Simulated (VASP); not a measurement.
Crystal: In2O3.

```
In O
1.0
    -5.51244   -3.18261    4.84570
     5.51244   -3.18261    4.84570
     0.00000    6.36521    4.84570
In O
16 24
Direct
  0.64255 0.64255 0.64255
  0.14255 0.14255 0.64255
  0.14255 0.64255 0.14255
  0.64255 0.14255 0.14255
  0.85745 0.85745 0.85745
  0.35745 0.35745 0.85745
  0.35745 0.85745 0.35745
  0.85745 0.35745 0.35745
  0.35745 0.35745 0.35745
  0.85745 0.85745 0.35745
  0.85745 0.35745 0.85745
  0.35745 0.85745 0.85745
  0.14255 0.14255 0.14255
  0.64255 0.64255 0.14255
  0.64255 0.14255 0.64255
  0.14255 0.64255 0.64255
  0.60207 0.25000 0.39793
  0.10207 0.75000 0.39793
  0.10207 0.25000 0.89793
  0.60207 0.75000 0.89793
  0.25000 0.39793 0.60207
  0.75000 0.89793 0.60207
  0.75000 0.39793 0.10207
  0.25000 0.89793 0.10207
  0.39793 0.60207 0.25000
  0.89793 0.10207 0.25000
  0.89793 0.60207 0.75000
  0.39793 0.10207 0.75000
  0.39793 0.75000 0.60207
  0.89793 0.25000 0.60207
  0.89793 0.75000 0.10207
  0.39793 0.25000 0.10207
  0.60207 0.39793 0.75000
  0.10207 0.89793 0.75000
  0.10207 0.39793 0.25000
  0.60207 0.89793 0.25000
  0.75000 0.60207 0.39793
  0.25000 0.10207 0.39793
  0.25000 0.60207 0.89793
  0.75000 0.10207 0.89793
```

Base run:

- Program: VASP 6.6.1
- Functional: PBEsol
- Potentials or basis: VASP PAW PBE potentials, release 64 (In_d, O)
- Cutoff: 520 eV
- k mesh: 2 × 2 × 2, shifted
- Occupations: gaussian, width 0.02 eV
- Spin: no spin polarisation

Its results: band gap on the k mesh 2.53 eV; pressure 0.4 GPa; largest force 0.013 eV/Å.

The run is repeated on the same cell with these changes: functional from PBEsol to revPBE; further incar settings from LREAL = Auto; ALGO = Normal; EDIFF = 1e-06; NBANDS = 202 to LREAL = Auto; ALGO = Normal; EDIFF = 1e-07; NBANDS = 202. What comes out?

Band gap on the k mesh 2.66 eV; pressure 9.8 GPa; largest force 0.104 eV/Å.

Caveats: the PAW data sets were made with another functional, which shifts forces and pressure a little; spin-orbit coupling is left out, which moves the levels of the heavy elements; a shifted mesh leaves out Γ, where band edges can lie; the cell stands under pressure (at least some runs).

A k mesh can miss the band edges.
